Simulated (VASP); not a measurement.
Here is a VASP 6.6.1 calculation.

Contents of INCAR:

```
ALGO     = Normal         # electronic algorithm
EDIFF    = 1E-6           # SCF threshold, eV
ENCUT    = 520            # plane-wave cutoff, eV
GGA      = CA             # functional
ISIF     = 2              # what is computed and relaxed
ISMEAR   = 0              # smearing method
LASPH    = T              # aspherical terms in the spheres
LCHARG   = F              # write CHGCAR
LREAL    = F              # projectors in reciprocal space
LWAVE    = F              # write WAVECAR
NBANDS   = 16             # bands
NELM     = 60             # most SCF steps
PREC     = Accurate       # precision mode
SIGMA    = 0.05           # smearing width, eV
```

Contents of KPOINTS:

```
k-points
0
Gamma
  10 10 10
```

The input POSCAR:

```
ZnSe
1.0
    0.0000000000      3.1001999716      2.5843614301
    2.5843614301      0.0000000000      2.5843614301
    2.5843614301      3.1001999716      0.0000000000
Zn Se
1 1
Direct
    0.0000000000      0.0000000000      0.0000000000
    0.7500000000      0.7500000000      0.7500000000
```

Potentials or basis: VASP PAW LDA potentials, release 64 (Zn, Se).

Launch:

```bash
$ cat potpaw_LDA.64/Zn/POTCAR potpaw_LDA.64/Se/POTCAR > POTCAR
$ mpirun -np 1 vasp_std > vasp.out
```

Predict the band gap on the k mesh.

0.96 eV.

Predict the pressure.

2.9 GPa.

Stress tensor (GPa, compression positive):
```
 6.09  0.00  0.00
 0.00 -3.52  0.00
 0.00  0.00  6.09
```

LDA gaps usually lie below the measured ones, often by a third to a half.
